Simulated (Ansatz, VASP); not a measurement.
# One calculation of SnO2, two programs

```
Sn O
1.0
     4.82882    0.00000    0.00000
     0.00000    4.28064    0.00000
     0.00000    0.00000    2.89167
Sn O
2 4
Cartesian
  2.4144 2.1403 1.4458
  0.0000 0.0000 0.0000
  1.6790 1.0405 0.0000
  4.0934 1.0999 1.4458
  0.7354 3.1808 1.4458
  3.1499 3.2402 0.0000
```

Change from the starting cell: volume 9.962 Å^3 an atom, stretch along a over the lengths across it, relative to the relaxed cell 1.1282.

Alike in both runs: functional LDA; k mesh 6 × 6 × 10; occupations gaussian, width 0.05 eV; no spin polarisation.

Ansatz relaxed the structure, and its values are those at the end. VASP's run is a single point on that final structure, the one shown.

|  | VASP | Ansatz |
| --- | --- | --- |
| version | VASP 6.6.1 | Ansatz 0.2.0 |
| potentials or method | VASP PAW LDA potentials, release 64 (Sn_d, O), cutoff 520 eV | scalar-relativistic, plane waves, PAW |
| valence electrons in the cell | 52 | 52 |

Ansatz gave:

```
gap on the k mesh at the Fermi level (eV) : 3.29
least direct gap on the mesh (eV)         : 3.39
rms of the force components (eV/Å)        : 0.001
```

Q: What did VASP give for the same quantities?

A: gap on the k mesh at the Fermi level (eV): 3.32; least direct gap on the mesh (eV): 3.42; rms of the force components (eV/Å): 0.024.

LDA's correlation is that of Perdew and Zunger in VASP and of Perdew and Wang (1992) in Ansatz. Ansatz's warnings: stress scf threshold loose.
